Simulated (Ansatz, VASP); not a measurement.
**K5AgS3 in VASP and in Ansatz**

```xyz
9
Lattice="6.6653 0.0000 0.0000 -3.3326 5.7723 0.0000 0.0000 0.0000 10.0821" Properties=species:S:1:pos:R:3 pbc="T T T"
K     0.0000    0.0000    0.0000
K     0.0000    3.8482    2.7979
K     0.0000    3.8482    7.2842
K     3.3326    1.9241    7.2842
K     3.3326    1.9241    2.7979
Ag    0.0000    0.0000    5.0411
S     3.3326    0.0000    5.0411
S    -1.6663    2.8862    5.0411
S     1.6663    2.8862    5.0411
```

Alike in both runs: task single point; functional PBE; k mesh 3 × 3 × 2; occupations gaussian, width 0.1 eV; collinear spin.

|  | VASP | Ansatz |
| --- | --- | --- |
| version | VASP 6.6.1 | Ansatz 0.2.0 |
| potentials or method | VASP PAW PBE potentials, release 64 (K_sv, Ag, S), cutoff 500 eV | scalar-relativistic, plane waves, PAW |
| valence electrons in the cell | 74 | 82 |

|  | VASP | Ansatz | Ansatz less VASP |
| --- | --- | --- | --- |
| gap on the k mesh at the Fermi level (eV) | none | none | - |
| pressure (GPa) | 0.1 | 0.1 | -0.03 |
| traceless stress, the component that is largest in VASP (GPa) | 0.10 | 0.07 | -0.032 |
| rms of the force components (eV/Å) | 0.021 | 0.013 | -0.0082 |
| net moment per atom (μB) | 0.00 | 0.00 | 0.000 |

Atom by atom the forces differ by 0.008 eV/Å (rms over components). A gap of «none» marks a metal or a gap that the smearing closes. VASP's potentials hold 74 valence electrons a cell and Ansatz's 82, so a difference there can come from the potentials and not from the codes. Ansatz's warnings: seeded moment not kept.

The k mesh is coarse, so the values compare programs but aren't converged.
